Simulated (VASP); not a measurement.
# B17N16 (a cell with a defect) in VASP: single point with PBE+D3(BJ)

Aim: the single point of B17N16 (a cell with a defect) with PBE+D3(BJ).

Everything below comes from runs of VASP 6.6.1. Logs are shortened: lines on timing, memory, paths and dates and some standing lists are left out, and cuts for length are marked.

## 1. The cell of the first run

The cell holds a defect, 33 atoms: a = 6.660 Å, b = 6.660 Å, c = 6.660 Å, α = 97.63°, β = 97.63°, γ = 97.63°.

## 2. Single point, PBE+D3(BJ), collinear spin

Input file INCAR:

```
SYSTEM = B17N16
ALGO = Normal
EDIFF = 1E-6
ENCUT = 520
GGA = PE
ISIF = 2
ISMEAR = 0
ISPIN = 2
IVDW = 12
LASPH = .TRUE.
LCHARG = .FALSE.
LORBIT = 11
LREAL = Auto
LWAVE = .FALSE.
MAGMOM = 0 0 0 0 0 0 0 0 0 0 0 0 0 0 0 0 0.15 0 0 0 0 0 0 0 0 0 0 0 0 0 0 0 0
NBANDS = 92
NELM = 150
PREC = Accurate
SIGMA = 0.02
```

Input file KPOINTS:

```
Automatic mesh
0
Gamma
  2 2 2
  0.5 0.5 0.5
```

Input file POSCAR:

```
B17N16
1.0
   -5.0122276282      2.8938109704      3.2948837601
    0.0000000000     -5.7876219408      3.2948837600
    5.0122276282      2.8938109704      3.2948837601
B N
17 16
Direct
    0.2465197536      0.7463134707      0.9963410464
    0.4934249666      0.4942303776      0.9933420066
    0.7471304727      0.2487588334      0.9974143969
    1.0059619145      0.7532598651      0.2518670728
    1.0025964793      1.0027747194      1.0009123977
    0.2609033576      0.4988359787      0.2582003678
    0.4723890038      0.2232710845      0.2240409454
    0.7646932317      0.7525138731      0.5016541007
    0.7537738107      1.0032673738      0.2503665062
    1.0076035788      0.5048314359      0.5039963631
    0.2268065875      0.2261410790      0.4748450032
    0.5120939796      0.7644258626      0.7698971154
    0.4973573169      1.0044827832      0.4971663838
    0.7702699108      0.5168987711      0.7677450853
    1.0022938204      0.2519813167      0.7499922304
    0.2489279917      1.0006176526      0.7490092303
    0.5095778230      0.6264191451      0.4354165862
    0.5747561800      0.0740671316      0.3236015850
    0.8504596565      0.8498231698      0.3429701351
    0.0790018925      0.5798996005      0.3293069650
    0.3255201173      0.0754757682      0.5748573567
    0.2869018378      0.2815592561      0.2878553061
    0.5935222101      0.8445952236      0.5944692940
    0.8645114131      0.6066816238      0.6108060561
    0.0813126588      0.0818358555      0.8297423548
    0.0791867055      0.3275124151      0.5765112855
    0.3387132254      0.8402344182      0.8389311297
    0.5974918871      0.5969771700      0.8467483241
    0.8307567740      0.0820157098      0.0793669171
    0.8396516658      0.3396585794      0.8390611100
    0.0827207272      0.8327319580      0.0803824456
    0.3206279764      0.5708157878      0.0664398001
    0.5682909350      0.3192088516      0.0684383373
```

Potentials or basis: VASP PAW PBE potentials, release 64 (B, N).

Command:

```sh
> cat potpaw_PBE.64/B/POTCAR potpaw_PBE.64/N/POTCAR > POTCAR
> mpirun -np 1 vasp_std > vasp.out
```

OUTCAR:

```text
SYSTEM = B17N16
   EDIFF = 1E-6
   ENCUT = 520
   GGA = PE
   ISIF = 2
   ISMEAR = 0
   ISPIN = 2
   IVDW = 12
   LASPH = .TRUE.
   LORBIT = 11
   LREAL = Auto
   NELM = 150
   PREC = Accurate
 IVDW          = 12

 ion  position               nearest neighbor table
   1  0.247  0.746  0.996-  32 1.44  31 1.44  27 1.45
   2  0.493  0.494  0.993-  32 1.44  33 1.45  28 1.46
   3  0.747  0.249  0.997-  29 1.44  30 1.45  33 1.45
   4  0.006  0.753  0.252-  20 1.44  31 1.45  19 1.45
   5  0.003  0.003  0.001-  31 1.45  25 1.45  29 1.45
   6  0.261  0.499  0.258-  20 1.50  32 1.51  22 1.52  17 1.92
   7  0.472  0.223  0.224-  22 1.44  18 1.46  33 1.46
   8  0.765  0.753  0.502-  19 1.45  24 1.46  23 1.53  17 1.76
   9  0.754  0.003  0.250-  19 1.44  29 1.44  18 1.46
  10  0.008  0.505  0.504-  20 1.44  26 1.45  24 1.45
  11  0.227  0.226  0.475-  22 1.44  26 1.45  21 1.46
  12  0.512  0.764  0.770-  27 1.43  28 1.44  23 1.48
  13  0.497  0.004  0.497-  21 1.43  18 1.43  23 1.49
  14  0.770  0.517  0.768-  30 1.44  24 1.44  28 1.46
  15  0.002  0.252  0.750-  25 1.44  26 1.45  30 1.45
  16  0.249  0.001  0.749-  25 1.44  21 1.45  27 1.45
  17  0.510  0.626  0.435-  23 1.66   8 1.76   6 1.92
  18  0.575  0.074  0.324-  13 1.43   9 1.46   7 1.46
  19  0.850  0.850  0.343-   9 1.44   4 1.45   8 1.45
  20  0.079  0.580  0.329-  10 1.44   4 1.44   6 1.50
  21  0.326  0.075  0.575-  13 1.43  16 1.45  11 1.46
  22  0.287  0.282  0.288-  11 1.44   7 1.44   6 1.52
  23  0.594  0.845  0.594-  12 1.48  13 1.49   8 1.53  17 1.66
  24  0.865  0.607  0.611-  14 1.44  10 1.45   8 1.46
  25  0.081  0.082  0.830-  16 1.44  15 1.44   5 1.45
  26  0.079  0.328  0.577-  15 1.45  10 1.45  11 1.45
  27  0.339  0.840  0.839-  12 1.43  16 1.45   1 1.45
  28  0.597  0.597  0.847-  12 1.44   2 1.46  14 1.46
  29  0.831  0.082  0.079-   9 1.44   3 1.44   5 1.45
  30  0.840  0.340  0.839-  14 1.44   3 1.45  15 1.45
  31  0.083  0.833  0.080-   1 1.44   4 1.45   5 1.45
  32  0.321  0.571  0.066-   2 1.44   1 1.44   6 1.51
  33  0.568  0.319  0.068-   2 1.45   3 1.45   7 1.46

  LATTYP: Found a trigonal (rhomboedric) cell.
 ALAT       =     6.6597917927
 COS(alpha) =    -0.1328444049

  Lattice vectors:

 A1 = (  -5.0122276282,   2.8938109704,   3.2948837601)
 A2 = (   0.0000000000,  -5.7876219408,   3.2948837600)
 A3 = (   5.0122276282,   2.8938109704,   3.2948837601)

Analysis of symmetry for initial positions (statically):
=====================================================================
 Subroutine PRICEL returns:
 Original cell was already a primitive cell.

 Routine SETGRP: Setting up the symmetry group for a
 trigonal (rhombohedral) supercell.

 Subroutine GETGRP returns: Found  1 space group operations
 (whereof  1 operations were pure point group operations)
 out of a pool of 12 trial point group operations.

The static configuration has the point symmetry C_1 .

Analysis of symmetry for dynamics (positions and initial velocities):
=====================================================================
 Subroutine PRICEL returns:
 Original cell was already a primitive cell.

 Routine SETGRP: Setting up the symmetry group for a
 trigonal (rhombohedral) supercell.

 Subroutine GETGRP returns: Found  1 space group operations
 (whereof  1 operations were pure point group operations)
 out of a pool of 12 trial point group operations.

The dynamic configuration has the point symmetry C_1 .

Analysis of structural, dynamic, and magnetic symmetry:
=====================================================================
 Subroutine PRICEL returns:
 Original cell was already a primitive cell.

 Routine SETGRP: Setting up the symmetry group for a
 trigonal (rhombohedral) supercell.

 Subroutine GETGRP returns: Found  1 space group operations
 (whereof  1 operations were pure point group operations)
 out of a pool of 12 trial point group operations.

The overall configuration has the point symmetry C_1 .

[... 118 lines left out ...]
 -0.250000  0.250000  0.250000      2.000000
  0.250000 -0.250000  0.250000      2.000000
  0.250000  0.250000 -0.250000      2.000000
   k-points           NKPTS =      4   k-points in BZ     NKDIM =      4   number of bands    NBANDS=     92
   number of dos      NEDOS =    301   number of ions     NIONS =     33
   total plane-waves  NPLWV = 125000
   dimension x,y,z NGX =    50 NGY =   50 NGZ =   50
   dimension x,y,z NGXF=   100 NGYF=  100 NGZF=  100
   ions per type =              17  16
   NGX,Y,Z   is equivalent  to a cutoff of  12.48, 12.48, 12.48 a.u.
   NGXF,Y,Z  is equivalent  to a cutoff of  24.96, 24.96, 24.96 a.u.
 SYSTEM =  B17N16
   PREC   = accura    normal or accurate (medium, high low for compatibility)
   ISTART =      0    job   : 0-new  1-cont  2-samecut
   ICHARG =      2    charge: 1-file 2-atom 10-const
   ISPIN  =      2    spin polarized calculation?
   LNONCOLLINEAR =      F non collinear calculations
   LSORBIT =      F    spin-orbit coupling
   LASPH  =      T    aspherical Exc in radial PAW
   ENCUT  =  520.0 eV  38.22 Ry    6.18 a.u.  12.38 12.38 12.38*2*pi/ulx,y,z
   NELM   =    150;   NELMIN=  2; NELMDL= -5     # of ELM steps
   EDIFF  = 0.1E-05   stopping-criterion for ELM
   LREAL  =      T    real-space projection
   EDIFFG = 0.1E-04   stopping-criterion for IOM
   NSW    =      0    number of steps for IOM
   IBRION =     -1    ionic relax: 0-MD 1-quasi-New 2-CG
   NFREE  =      0    steps in history (QN), initial steepest desc. (CG)
   ISIF   =      2    stress and relaxation
   ISYM   =      2    0-nonsym 1-usesym 2-fastsym
   POTIM  = 0.5000    time-step for ionic-motion
   TEBEG  =    0.0;   TEEND  =   0.0 temperature during run
   PSTRESS=    0.0 pullay stress
   NELECT =     131.0000    total number of electrons
   NUPDOWN=      -1.0000    fix difference up-down
   EMIN   =  10.00;   EMAX   =-10.00  energy-range for DOS
   EFERMI =   0.00;   METHOD = LEGACY
   ISMEAR =     0;   SIGMA  =   0.02  broadening in eV -4-tet -1-fermi 0-gaus
   EFERMI_NEDOS =   21; number of points for ismear=-14 and -15
   IALGO  =     38    algorithm
   IMIX   =      4    mixing-type and parameters
     AMIX     =   0.40;   BMIX     =  1.00
     AMIX_MAG =   1.60;   BMIX_MAG =  1.00
  volume/ion in A,a.u.               =       8.69        58.64
  Fermi-wavevector in a.u.,A,eV,Ry     =   1.260863  2.382685 21.630202  1.589775
  Thomas-Fermi vector in A             =   2.394351
   LORBIT       =     11    0 simple, 1 ext, 2 COOP (PROOUT), +10 PAW based schemes
   GGA     = PE    functional components
   LHFCALC =     F    Hartree Fock is set to
   AEXX    =    0.0000 exact exchange contribution
   IVDW    =    12    specifies the selected vdW correction
   LEPSILON=     F    determine dielectric tensor
   LRPA    =     F    only Hartree local field effects (RPA)
 spin polarized calculation
 Gauss-broadening in eV      SIGMA  =   0.02
  energy-cutoff  :      520.00
  volume of cell :      286.74
 maximum number of plane-waves:      7728
 NGX is ok and might be reduce to    50
   NGX = 25   NGY = 25   NGZ = 25

 number of electron     130.9999997 magnetization       0.9999944

 Free energy of the ion-electron system (eV)
  ---------------------------------------------------
  ext. energy  EPLUGINS =         0.00000000
  ---------------------------------------------------
  free energy    TOTEN  =      -281.47110513 eV

  energy without entropy =     -281.47110513  energy(sigma->0) =     -281.47110513

 E-fermi :   4.5131     XC(G=0): -10.3472

 val. band max:        4.3793108762   @ k =   0.2500   0.2500   0.2500
 cond. band min:       5.0597408146   @ k =   0.2500   0.2500  -0.2500
 fundamental gap:      0.6804299384
 Fermi energy:         4.5130775030

 spin component 1

 k-point     1 :       0.2500    0.2500    0.2500
  band No.  band energies     occupation
      1     -15.4631      1.00000
      2     -14.5285      1.00000
      3     -14.0933      1.00000
      4     -14.0617      1.00000
      5     -13.7858      1.00000
      6     -13.7617      1.00000
[... 309 lines left out ...]
     76       9.5746      0.00000
     77       9.7959      0.00000
 Fermi energy:         4.5130775030

 spin component 2

 k-point     1 :       0.2500    0.2500    0.2500
  band No.  band energies     occupation
      1     -15.4011      1.00000
      2     -14.4951      1.00000
      3     -14.0735      1.00000
      4     -14.0299      1.00000
      5     -13.7671      1.00000
      6     -13.7335      1.00000
[... 309 lines left out ...]
     76       9.6646      0.00000
     77       9.8426      0.00000
 [bands above 77 left out]

------------------------ aborting loop because EDIFF is reached ----------------------------------------

 Edisp (eV)   -4.86644

 E8    (eV) :    -1.4358

  FORCE on cell =-STRESS in cart. coord.  units (eV):
  Direction    XX          YY          ZZ          XY          YZ          ZX
  --------------------------------------------------------------------------------------
  -------------------------------------------------------------------------------------
  Total       2.55938     2.97202     1.55376     0.19960    -0.66008    -0.32820
  in kB      14.30058    16.60619     8.68163     1.11528    -3.68822    -1.83380
  external pressure =       13.20 kB  Pullay stress =        0.00 kB

 VOLUME and BASIS-vectors are now :
 -----------------------------------------------------------------------------
  energy-cutoff  :      520.00
  volume of cell :      286.74
      direct lattice vectors                 reciprocal lattice vectors
    -5.012227628  2.893810970  3.294883760    -0.099756044  0.057594179  0.101166948
     0.000000000 -5.787621941  3.294883760     0.000000000 -0.115188358  0.101166948
     5.012227628  2.893810970  3.294883760     0.099756044  0.057594179  0.101166948

 POSITION                                       TOTAL-FORCE (eV/Angst)
 -----------------------------------------------------------------------------------
      3.75827     -0.72278      6.55410        -0.000066      0.038847     -0.002750
      2.50570      1.44200      6.52716        -0.024655      0.015150     -0.044933
      1.25448      3.60866      6.56770         0.001489      0.022272      0.032218
      1.23253     -3.61347      3.33142        -0.016642      0.061939     -0.020478
     -0.00844     -0.00591      0.02070        -0.004284      0.027518      0.018639
     -0.01355     -1.38489      3.35399        -0.048906      0.181602      0.764593
[... 25 lines left out ...]
     -1.27405     -2.18356      3.15612        -0.054599      0.001988      0.087812
     -2.50538     -0.00489      3.14971         0.002470      0.016079      0.065666
 -----------------------------------------------------------------------------------
    total drift:                                0.001636      0.003296      0.001623

  FREE ENERGIE OF THE ION-ELECTRON SYSTEM (eV)
  ---------------------------------------------------
  free  energy   TOTEN  =      -286.3375430599 eV

  energy  without entropy=     -286.3375430599  energy(sigma->0) =     -286.33754306

 total charge

# of ion       s       p       d       tot
------------------------------------------
    1        0.745   1.434   0.000   2.179
    2        0.742   1.421   0.000   2.163
    3        0.742   1.420   0.000   2.163
    4        0.744   1.432   0.000   2.176
    5        0.741   1.413   0.000   2.154
    6        0.687   1.351   0.000   2.038
[... 25 lines left out ...]
   32        1.230   2.767   0.000   3.997
   33        1.225   2.781   0.000   4.006
--------------------------------------------------
tot         32.272  68.107   0.000 100.379

 magnetization (x)

# of ion       s       p       d       tot
------------------------------------------
    1       -0.000  -0.001   0.000  -0.001
    2       -0.000  -0.000   0.000  -0.000
    3       -0.000   0.001   0.000   0.001
    4       -0.000   0.003   0.000   0.003
    5        0.000   0.001   0.000   0.001
    6        0.001   0.018   0.000   0.019
[... 25 lines left out ...]
   32       -0.000   0.001   0.000   0.001
   33        0.001   0.014   0.000   0.015
--------------------------------------------------
tot          0.032   0.607   0.000   0.639
```

Run time: 3.9 min. Hardware: 1 thread of AMD EPYC 9R45 (Zen 5), shared host; peak memory 0.5 GiB.

What came out:

- Free energy: -286.3375 eV
- Pressure: 1.3 GPa
- Largest force: 1.454 eV/Å
- Band gap on the k mesh: 0.68 eV
- Net moment: 1.00 μB per cell
- Site moments: B -0.00, +0.00, +0.02, +0.08, +0.26 (each value once); N +0.01, +0.05, +0.00, +0.03, +0.07 (each value once) μB
- Valence electrons inside the program's atomic spheres: B 2.18, 2.16, 2.15, 2.04, 2.14, 2.17, 1.71 (each value once); N 4.01, 4.02, 4.00, 4.03, 3.98 (each value once)
- Dispersion energy per atom: -0.147 eV

Forces in eV/Å, atoms in the order of the input:
```
B    0.000  0.039 -0.003
B   -0.025  0.015 -0.045
B    0.001  0.022  0.032
B   -0.017  0.062 -0.020
B   -0.004  0.028  0.019
B   -0.049  0.182  0.765
B   -0.008  0.021 -0.004
B   -0.064  0.217 -0.137
B   -0.014  0.038 -0.052
B   -0.012  0.036  0.042
B   -0.024  0.027  0.010
B    0.059  0.073 -0.111
B   -0.005 -0.045 -0.095
B   -0.057  0.028 -0.039
B   -0.016  0.027  0.028
B    0.006  0.023 -0.019
B    0.455 -1.380  0.028
N   -0.016  0.041 -0.021
N    0.011  0.055 -0.112
N   -0.004  0.029  0.113
N   -0.005  0.051 -0.023
N   -0.025  0.075  0.141
N   -0.014  0.067 -0.432
N   -0.031  0.059 -0.021
N   -0.004  0.026 -0.007
N   -0.024  0.036  0.037
N   -0.002  0.029 -0.013
N   -0.064 -0.005 -0.217
N    0.010  0.034 -0.008
N   -0.010  0.031 -0.012
N    0.003  0.042  0.022
N   -0.055  0.002  0.088
N    0.002  0.016  0.066
```

Levels at points of the mesh, in eV from the valence-band top:
Spin up:
| k point | band 62 | band 63 | band 64 | band 65 | band 66 | band 67 | band 68 | band 69 | band 70 | band 71 |
| --- | --- | --- | --- | --- | --- | --- | --- | --- | --- | --- |
| (0.25, 0.25, 0.25) | -2.81 | -2.70 | -2.58 | -0.97 | 0.00 | 1.26 | 2.95 | 3.21 | 3.34 | 3.70 |
Spin down:
```
           k point  band 62  band 63  band 64  band 65  band 66  band 67  band 68  band 69
(0.25, 0.25, 0.25)    -2.79    -2.64    -2.52    -0.72     0.75     1.43     2.99     3.26
```
